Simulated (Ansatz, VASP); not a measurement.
## One calculation of GaN, two programs

```xyz
2
Lattice="0.0000 2.2535 2.2535 2.2535 0.0000 2.2535 2.2535 2.2535 0.0000" Properties=species:S:1:pos:R:3 pbc="T T T"
Ga    0.0000    0.0000    0.0000
N     1.1268    1.1268    1.1268
```

Alike in both runs: task single point; functional PBE-based screened hybrid with a share of 0.25 of exact exchange and HFSCREEN = 0.2; k mesh 5 × 5 × 5; occupations fermi-dirac, width 0.05 eV; no spin polarisation.

|  | VASP | Ansatz |
| --- | --- | --- |
| version | VASP 6.6.1 | Ansatz 0.2.0 |
| potentials or method | VASP PAW PBE potentials, release 64 (Ga_d, N) | Ansatz PAW |
| plane-wave cutoff (eV) | 520 | 420 |
| valence electrons in the cell | 18 | 18 |

Ansatz gave:

* gap on the k mesh at the Fermi level (eV): 2.99
* least direct gap on the mesh (eV): 2.99
* pressure (GPa): -1.3

Task: Estimate VASP's values.

Result: gap on the k mesh at the Fermi level (eV): 3.01; least direct gap on the mesh (eV): 3.01; pressure (GPa): -1.4.

VASP's potentials were made for PBE, not for PBE-based screened hybrid.

The k mesh is coarse, so the values compare programs but aren't converged. Noted on Ansatz's run: odd divisions of the mesh miss points on the zone boundary, where band edges often lie, so the gap on the mesh can be too wide.
